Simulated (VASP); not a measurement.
Here is a VASP 6.6.1 calculation.

File POSCAR:

```
SrTiO3
1.0
    3.9068462683      0.0000000000      0.0000000000
    0.0000000000      3.9068462683      0.0000000000
    0.0000000000      0.0000000000      3.9068462683
Sr Ti O
1 1 3
Direct
    0.5000000000      0.5000000000      0.5000000000
    0.0000000000      0.0000000000      0.0000000000
    0.5000000000      0.0000000000      0.0000000000
    0.0000000000      0.5000000000      0.0000000000
    0.0000000000      0.0000000000      0.5000000000
```

File INCAR.step1:

```
ALGO     = Normal         # electronic algorithm
EDIFF    = 1E-5           # SCF threshold, eV
EDIFFG   = -0.005         # ionic threshold
ENCUT    = 660            # plane-wave cutoff, eV
GGA      = PE             # functional
GGA_COMPAT= F            
IBRION   = 2              # ionic algorithm
ISIF     = 3              # what is computed and relaxed
ISMEAR   = 0              # smearing method
LASPH    = T              # aspherical terms in the spheres
LCHARG   = F              # write CHGCAR
LREAL    = F              # projectors in reciprocal space
LWAVE    = T              # write WAVECAR
NELM     = 120            # most SCF steps
NELMIN   = 4            
NSW      = 100            # ionic steps
PREC     = Accurate       # precision mode
SIGMA    = 0.01           # smearing width, eV
```

The input INCAR.step2:

```
ALGO     = Normal         # electronic algorithm
EDIFF    = 1E-7           # SCF threshold, eV
EDIFFG   = -0.002         # ionic threshold
ENCUT    = 660            # plane-wave cutoff, eV
GGA_COMPAT= F            
IBRION   = 2              # ionic algorithm
ISIF     = 3              # what is computed and relaxed
ISMEAR   = 0              # smearing method
ISTART   = 1            
LASPH    = T              # aspherical terms in the spheres
LCHARG   = F              # write CHGCAR
LMIXTAU  = T            
LREAL    = F              # projectors in reciprocal space
LWAVE    = F              # write WAVECAR
METAGGA  = R2SCAN         # meta-GGA
NELM     = 120            # most SCF steps
NELMIN   = 4            
NSW      = 100            # ionic steps
PREC     = Accurate       # precision mode
PSTRESS  = 40.0         
SIGMA    = 0.01           # smearing width, eV
```

The input KPOINTS:

```
k-points
0
Gamma
  6 6 6
```

Potentials or basis: VASP PAW PBE potentials, release 64 (Sr_sv, Ti_sv, O).

Run with:

```sh
$ cat potpaw_PBE.64/Sr_sv/POTCAR potpaw_PBE.64/Ti_sv/POTCAR potpaw_PBE.64/O/POTCAR > POTCAR
$ cp INCAR.step1 INCAR
$ mpirun -np 1 vasp_std > vasp.out
$ cp INCAR.step2 INCAR
$ mpirun -np 1 vasp_std > vasp.out
```

What does it give for the relaxed volume?

11.73 Å³/atom.

What does it give for the band gap on the k mesh?

2.31 eV (least direct gap 2.68 eV).

Predict the space group after relaxing (to 0.1 Å).

Pm-3m (No. 221).

Final structure:
```
Sr Ti O
1.0
     3.88561    0.00000    0.00000
     0.00000    3.88561    0.00000
     0.00000    0.00000    3.88561
Sr Ti O
1 1 3
Direct
  0.50000 0.50000 0.50000
  0.00000 0.00000 0.00000
  0.50000 0.00000 0.00000
  0.00000 0.50000 0.00000
  0.00000 0.00000 0.50000
```

Caveat: the cell is relaxed towards a set pressure, so the run minimises the enthalpy, not the energy; the PAW data sets were made with another functional, which shifts forces and pressure a little. A k mesh can miss the band edges.
